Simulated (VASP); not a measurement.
# H4CO in VASP: relaxation of the atoms with PBE+D3(BJ)

Aim: the relaxation of the atoms of H4CO with PBE+D3(BJ).

Program: VASP 6.6.1. These are calculated values, not measurements. Logs are shortened: lines on timing, memory, paths and dates and some standing lists are left out, and cuts for length are marked.

## (1) The cell of the first run

The cell holds a disordered packing, 36 atoms: a = 7.619 Å, b = 7.619 Å, c = 7.619 Å, α = 90.00°, β = 90.00°, γ = 90.00°.

## (2) Relaxation of the atoms, PBE+D3(BJ)

File INCAR:

```
PREC = Accurate ; ENCUT = 520
EDIFF = 1E-6 ; ISMEAR = -1
SIGMA = 0.05 ; LREAL = Auto
LASPH = T ; NELM = 80
ALGO = Normal ; ISIF = 2
LWAVE = F ; LCHARG = F
GGA = PE ; IVDW = 12
IBRION = 2 ; NSW = 35
EDIFFG = -0.3
```

File KPOINTS:

```
Automatic mesh
0
Gamma
  1 1 1
```

File POSCAR:

```
H4CO
1.0
    7.6185600000      0.0000000000      0.0000000000
    0.0000000000      7.6185600000      0.0000000000
    0.0000000000      0.0000000000      7.6185600000
C O H
6 6 24
Direct
    0.3624395000      0.9070949000      0.5682053000
    0.6266035000      0.5882129000      0.5765360000
    0.2158670000      0.3654960000      0.8028401000
    0.0534757000      0.2456359000      0.1595667000
    0.4601292000      0.7982181000      0.1018668000
    0.8201520000      0.0685535000      0.6890872000
    0.2772775000      0.7898097000      0.6860004000
    0.6317646000      0.4043556000      0.5440714000
    0.1947938000      0.1803540000      0.8155852000
   -0.0296103000      0.2304736000      0.3261528000
    0.4634343000      0.6311155000      0.1852327000
    0.7375976000      0.1088661000      0.8517025000
    0.4767412000      0.9577056000      0.6376742000
    0.1749387000      0.7433993000      0.6261388000
    0.4072860000      0.8411275000      0.4483708000
    0.2784604000      1.0180794000      0.5314201000
    0.4901739000      0.6200264000      0.6052957000
    0.7525858000      0.3736647000      0.5181696000
    0.7071785000      0.6259605000      0.6896996000
    0.6683295000      0.6650455000      0.4621730000
    0.0840127000      0.4205014000      0.7964285000
    0.3112038000      0.1291188000      0.8214356000
    0.2829566000      0.4208393000      0.9175541000
    0.2873943000      0.4042619000      0.6840788000
    0.1921384000      0.2687088000      0.1858825000
   -0.1534819000      0.2098434000      0.3051572000
    0.0411847000      0.1254558000      0.0812796000
    0.0024473000      0.3563275000      0.0829725000
    0.3221955000      0.8305754000      0.0823856000
    0.5855611000      0.6001741000      0.2036238000
    0.5201565000      0.9008950000      0.1829678000
    0.5252501000      0.7964914000     -0.0265057000
    0.7568121000      0.1505969000      0.5905521000
    0.7925203000      0.0368073000      0.9411542000
    0.9608609000      0.0989313000      0.6902765000
    0.8027778000     -0.0693856000      0.6517490000
```

Potentials or basis: VASP PAW PBE potentials, release 64 (C, O, H).

Launch:

```
$ cat potpaw_PBE.64/C/POTCAR potpaw_PBE.64/O/POTCAR potpaw_PBE.64/H/POTCAR > POTCAR
$ mpirun -np 1 vasp_gam > vasp.out
```

OUTCAR:

```text
PREC = Accurate
   ENCUT = 520
   EDIFF = 1E-6
   ISMEAR = -1
   LREAL = Auto
   LASPH = T
   NELM = 80
   ISIF = 2
   GGA = PE
   IVDW = 12
   IBRION = 2
   NSW = 35
   EDIFFG = -0.3
 IVDW          = 12

 ion  position               nearest neighbor table
   1  0.362  0.907  0.568-  13 1.09  16 1.10  15 1.10   7 1.42
   2  0.627  0.588  0.577-  17 1.09  20 1.10  19 1.10   8 1.42
   3  0.216  0.365  0.803-  21 1.09  24 1.10  23 1.10   9 1.42
   4  0.053  0.246  0.160-  25 1.09  27 1.10  28 1.10  10 1.42
   5  0.460  0.798  0.102-  29 1.09  31 1.10  32 1.10  11 1.42
   6  0.820  0.069  0.689-  33 1.09  36 1.10  35 1.10  12 1.42
   7  0.277  0.790  0.686-  14 0.97   1 1.42
   8  0.632  0.404  0.544-  18 0.97   2 1.42
   9  0.195  0.180  0.816-  22 0.97   3 1.42
  10  0.970  0.230  0.326-  26 0.97   4 1.42
  11  0.463  0.631  0.185-  30 0.97   5 1.42
  12  0.738  0.109  0.852-  34 0.97   6 1.42
  13  0.477  0.958  0.638-   1 1.09
  14  0.175  0.743  0.626-   7 0.97
  15  0.407  0.841  0.448-   1 1.10
  16  0.278  0.018  0.531-   1 1.10
  17  0.490  0.620  0.605-   2 1.09
  18  0.753  0.374  0.518-   8 0.97
[... 16 lines left out ...]
  35  0.961  0.099  0.690-   6 1.10
  36  0.803  0.931  0.652-   6 1.10

  LATTYP: Found a simple cubic cell.
 ALAT       =     7.6185600000

  Lattice vectors:

 A1 = (   7.6185600000,   0.0000000000,   0.0000000000)
 A2 = (   0.0000000000,   7.6185600000,   0.0000000000)
 A3 = (   0.0000000000,   0.0000000000,   7.6185600000)

Analysis of symmetry for initial positions (statically):
=====================================================================
 Subroutine PRICEL returns:
 Original cell was already a primitive cell.

 Routine SETGRP: Setting up the symmetry group for a
 simple cubic supercell.

 Subroutine GETGRP returns: Found  1 space group operations
 (whereof  1 operations were pure point group operations)
 out of a pool of 48 trial point group operations.

The static configuration has the point symmetry C_1 .

Analysis of symmetry for dynamics (positions and initial velocities):
=====================================================================
 Subroutine PRICEL returns:
 Original cell was already a primitive cell.

 Routine SETGRP: Setting up the symmetry group for a
 simple cubic supercell.

 Subroutine GETGRP returns: Found  1 space group operations
 (whereof  1 operations were pure point group operations)
 out of a pool of 48 trial point group operations.

The dynamic configuration has the point symmetry C_1 .

 Subroutine INISYM returns: Found  1 space group operations
 (whereof  1 operations are pure point group operations),
 and found     1 'primitive' translations

----------------------------------------------------------------------------------------

                                     Primitive cell

  volume of cell :     442.1999

  direct lattice vectors                    reciprocal lattice vectors
     7.618560000  0.000000000  0.000000000     0.131258401  0.000000000  0.000000000
     0.000000000  7.618560000  0.000000000     0.000000000  0.131258401  0.000000000
     0.000000000  0.000000000  7.618560000     0.000000000  0.000000000  0.131258401

  length of vectors
     7.618560000  7.618560000  7.618560000     0.131258401  0.131258401  0.131258401

  position of ions in fractional coordinates (direct lattice)
     0.362439500  0.907094900  0.568205300
     0.626603500  0.588212900  0.576536000
     0.215867000  0.365496000  0.802840100
     0.053475700  0.245635900  0.159566700
     0.460129200  0.798218100  0.101866800
     0.820152000  0.068553500  0.689087200
[... 28 lines left out ...]
     0.960860900  0.098931300  0.690276500
     0.802777800  0.930614400  0.651749000

  ion indices of the primitive-cell ions
   primitive index   ion index
                 1           1
                 2           2
                 3           3
                 4           4
                 5           5
                 6           6
[... 28 lines left out ...]
                35          35
                36          36

----------------------------------------------------------------------------------------

 KPOINTS: Automatic mesh

Automatic generation of k-mesh.
 Grid dimensions read from file:
 generate k-points for:    1    1    1

 Generating k-lattice:

  Cartesian coordinates                     Fractional coordinates (reciprocal lattice)
     0.131258401  0.000000000  0.000000000     1.000000000  0.000000000  0.000000000
     0.000000000  0.131258401  0.000000000     0.000000000  1.000000000  0.000000000
     0.000000000  0.000000000  0.131258401     0.000000000  0.000000000  1.000000000

  Length of vectors
     0.131258401  0.131258401  0.131258401

  Shift w.r.t. Gamma in fractional coordinates (k-lattice)
     0.000000000  0.000000000  0.000000000

 Subroutine IBZKPT returns following result:
 ===========================================

 Found      1 irreducible k-points:

 Following reciprocal coordinates:
            Coordinates               Weight
  0.000000  0.000000  0.000000      1.000000
   k-points           NKPTS =      1   k-points in BZ     NKDIM =      1   number of bands    NBANDS=     61
   number of dos      NEDOS =    301   number of ions     NIONS =     36
   total plane-waves  NPLWV = 216000
   dimension x,y,z NGX =    60 NGY =   60 NGZ =   60
   dimension x,y,z NGXF=   120 NGYF=  120 NGZF=  120
   ions per type =               6   6  24
   NGX,Y,Z   is equivalent  to a cutoff of  13.09, 13.09, 13.09 a.u.
   NGXF,Y,Z  is equivalent  to a cutoff of  26.19, 26.19, 26.19 a.u.
 SYSTEM =  unknown system
   PREC   = accura    normal or accurate (medium, high low for compatibility)
   ISTART =      0    job   : 0-new  1-cont  2-samecut
   ICHARG =      2    charge: 1-file 2-atom 10-const
   ISPIN  =      1    spin polarized calculation?
   LNONCOLLINEAR =      F non collinear calculations
   LSORBIT =      F    spin-orbit coupling
   LASPH  =      T    aspherical Exc in radial PAW
   ENCUT  =  520.0 eV  38.22 Ry    6.18 a.u.  14.17 14.17 14.17*2*pi/ulx,y,z
   NELM   =     80;   NELMIN=  2; NELMDL= -5     # of ELM steps
   EDIFF  = 0.1E-05   stopping-criterion for ELM
   LREAL  =      T    real-space projection
   EDIFFG = -.3E+00   stopping-criterion for IOM
   NSW    =     35    number of steps for IOM
   IBRION =      2    ionic relax: 0-MD 1-quasi-New 2-CG
   NFREE  =      1    steps in history (QN), initial steepest desc. (CG)
   ISIF   =      2    stress and relaxation
   ISYM   =      2    0-nonsym 1-usesym 2-fastsym
   POTIM  = 0.5000    time-step for ionic-motion
   TEBEG  =    0.0;   TEEND  =   0.0 temperature during run
   PSTRESS=    0.0 pullay stress
   NELECT =      84.0000    total number of electrons
   NUPDOWN=      -1.0000    fix difference up-down
   EMIN   =  10.00;   EMAX   =-10.00  energy-range for DOS
   EFERMI =   0.00;   METHOD = LEGACY
   ISMEAR =    -1;   SIGMA  =   0.05  broadening in eV -4-tet -1-fermi 0-gaus
   EFERMI_NEDOS =   21; number of points for ismear=-14 and -15
   IALGO  =     38    algorithm
   IMIX   =      4    mixing-type and parameters
     AMIX     =   0.40;   BMIX     =  1.00
     AMIX_MAG =   1.60;   BMIX_MAG =  1.00
  volume/ion in A,a.u.               =      12.28        82.89
  Fermi-wavevector in a.u.,A,eV,Ry     =   0.941084  1.778391 12.049850  0.885639
  Thomas-Fermi vector in A             =   2.068560
   LORBIT       =      0    0 simple, 1 ext, 2 COOP (PROOUT), +10 PAW based schemes
   GGA     = PE    functional components
   LHFCALC =     F    Hartree Fock is set to
   AEXX    =    0.0000 exact exchange contribution
   IVDW    =    12    specifies the selected vdW correction
   LEPSILON=     F    determine dielectric tensor
   LRPA    =     F    only Hartree local field effects (RPA)
 conjugate gradient relaxation of ions
 non-spin polarized calculation
  energy-cutoff  :      520.00
  volume of cell :      442.20
 maximum number of plane-waves:      5919
 NGX is ok and might be reduce to    60
   NGX = 29   NGY = 29   NGZ = 29

--------------------------------------- Ionic step        1  -------------------------------------------

 number of electron      83.9999996 magnetization

 Free energy of the ion-electron system (eV)
  ---------------------------------------------------
  ext. energy  EPLUGINS =         0.00000000
  ---------------------------------------------------
  free energy    TOTEN  =      -181.29968095 eV

  energy without entropy =     -181.29968095  energy(sigma->0) =     -181.29968095

------------------------ aborting loop because EDIFF is reached ----------------------------------------

 Edisp (eV)   -1.13234

 E8    (eV) :    -0.2463

  FORCE on cell =-STRESS in cart. coord.  units (eV):
  Direction    XX          YY          ZZ          XY          YZ          ZX
  --------------------------------------------------------------------------------------
  -------------------------------------------------------------------------------------
  Total       2.63161     3.81445     3.81720    -0.85662    -0.47154    -0.62729
  in kB       9.53484    13.82050    13.83048    -3.10370    -1.70850    -2.27281
  external pressure =       12.40 kB  Pullay stress =        0.00 kB
[... 499 lines left out ...]
  energy  without entropy=     -182.5074717661  energy(sigma->0) =     -182.50747177

--------------------------------------- Ionic step        8  -------------------------------------------

 number of electron      84.0000006 magnetization

 Free energy of the ion-electron system (eV)
  ---------------------------------------------------
  ext. energy  EPLUGINS =         0.00000000
  ---------------------------------------------------
  free energy    TOTEN  =      -181.38979011 eV

  energy without entropy =     -181.38979011  energy(sigma->0) =     -181.38979011

 E-fermi :  -2.0662     XC(G=0):  -5.9815

 val. band max:       -3.2770180773   @ k =   0.0000   0.0000   0.0000
 cond. band min:       0.8786617777   @ k =   0.0000   0.0000   0.0000
 fundamental gap:      4.1556798549
 Fermi energy:        -2.0662210697

 k-point     1 :       0.0000    0.0000    0.0000
  band No.  band energies     occupation
      1     -22.9076      2.00000
      2     -22.7890      2.00000
      3     -22.7558      2.00000
      4     -22.7258      2.00000
      5     -22.6886      2.00000
      6     -22.5297      2.00000
[... 46 lines left out ...]
     53       4.5778      0.00000
     54       4.7453      0.00000
 [bands above 54 left out]

------------------------ aborting loop because EDIFF is reached ----------------------------------------

 Edisp (eV)   -1.13276

 E8    (eV) :    -0.2464

  FORCE on cell =-STRESS in cart. coord.  units (eV):
  Direction    XX          YY          ZZ          XY          YZ          ZX
  --------------------------------------------------------------------------------------
  -------------------------------------------------------------------------------------
  Total      -0.94349     0.57871     0.68456    -0.38365    -0.66790    -0.18369
  in kB      -3.41844     2.09678     2.48031    -1.39003    -2.41995    -0.66554
  external pressure =        0.39 kB  Pullay stress =        0.00 kB
[... 51 lines left out ...]
  FREE ENERGIE OF THE ION-ELECTRON SYSTEM (eV)
  ---------------------------------------------------
  free  energy   TOTEN  =      -182.5225481015 eV

  energy  without entropy=     -182.5225481014  energy(sigma->0) =     -182.52254810

 reached required accuracy - stopping structural energy minimisation
```

Wall time 6.7 min (1 thread of AMD EPYC 7R43 (Zen 3), shared host); peak memory 0.48 GiB.

What came out:

* Free energy: -182.5225 eV
* Energy gained by relaxing: 2.5 meV/atom
* Ionic steps: 8
* Pressure after relaxing: 0.0 GPa
* Largest force after relaxing: 0.287 eV/Å
* Band gap on the k mesh: 4.16 eV
* Dispersion energy per atom: -0.031 eV

Forces on the atoms (eV/Å):
```
C   -0.043  0.095 -0.156
C    0.053 -0.041 -0.001
C    0.142 -0.017 -0.053
C   -0.018 -0.003 -0.133
C    0.023 -0.080 -0.079
C    0.060 -0.094 -0.182
O    0.151  0.110  0.217
O    0.083  0.095 -0.094
O   -0.148  0.038  0.032
O    0.154  0.061  0.034
O   -0.142  0.046 -0.045
O   -0.165 -0.007 -0.037
H   -0.211 -0.050 -0.091
H   -0.152  0.002 -0.145
H   -0.078  0.123  0.095
H    0.113 -0.067 -0.008
H    0.110 -0.081  0.011
H    0.122  0.054  0.000
H    0.000 -0.115 -0.015
H    0.022  0.106  0.091
H    0.196 -0.087 -0.034
H    0.164  0.099 -0.025
H   -0.014  0.089 -0.122
H   -0.045  0.062  0.054
H   -0.186 -0.006  0.163
H   -0.195 -0.081 -0.056
H    0.011  0.056  0.204
H    0.029 -0.034  0.098
H    0.126 -0.025 -0.005
H   -0.065  0.000 -0.036
H   -0.008 -0.004 -0.071
H   -0.035  0.034  0.067
H    0.026 -0.136  0.101
H    0.097 -0.060  0.145
H   -0.267 -0.071  0.027
H    0.090 -0.010  0.047
```

The path:
```csv
step,energy change (eV),largest force (eV/Å),pressure (GPa)
1,0.0000,0.6673,1.24
2,-0.0130,0.9415,0.13
3,-0.0350,0.3616,0.61
4,-0.0500,0.5265,-0.30
5,-0.0540,0.3590,-0.02
6,-0.0748,0.3083,0.01
7,-0.0755,0.4099,0.02
8,-0.0905,0.2869,0.04
```

Final structure:
```
C O H
1.0
     7.61856    0.00000    0.00000
     0.00000    7.61856    0.00000
     0.00000    0.00000    7.61856
C O H
6 6 24
Direct
  0.36195 0.90951 0.56709
  0.62717 0.58802 0.57711
  0.21685 0.36808 0.80161
  0.05358 0.24580 0.16294
  0.45995 0.79914 0.10044
  0.82064 0.06658 0.68920
  0.27435 0.79108 0.68548
  0.63458 0.40420 0.53840
  0.19897 0.18106 0.81521
  0.96557 0.23241 0.32983
  0.46333 0.63079 0.18482
  0.73448 0.10539 0.85235
  0.47830 0.95986 0.63735
  0.17267 0.74277 0.62667
  0.40675 0.84012 0.44804
  0.27631 0.02062 0.53122
  0.49043 0.62000 0.60717
  0.75730 0.37515 0.51855
  0.70868 0.62415 0.69165
  0.66981 0.66647 0.46313
  0.08247 0.42212 0.79565
  0.31430 0.12732 0.82095
  0.28431 0.42317 0.91735
  0.28912 0.40420 0.68176
  0.19414 0.26906 0.18656
  0.84344 0.20757 0.30449
  0.04140 0.12564 0.08297
  0.00159 0.35544 0.08406
  0.32105 0.83270 0.08010
  0.58447 0.59583 0.20461
  0.52017 0.90208 0.18343
  0.52485 0.79644 0.97095
  0.75338 0.14600 0.59014
  0.79335 0.03768 0.94234
  0.96209 0.09904 0.69230
  0.80178 0.92784 0.65087
```

Caveat: the k points lie up to 0.82 Å⁻¹ apart; the relaxation stopped at a loose force limit of 0.3 eV/Å, so its end isn't a converged minimum.
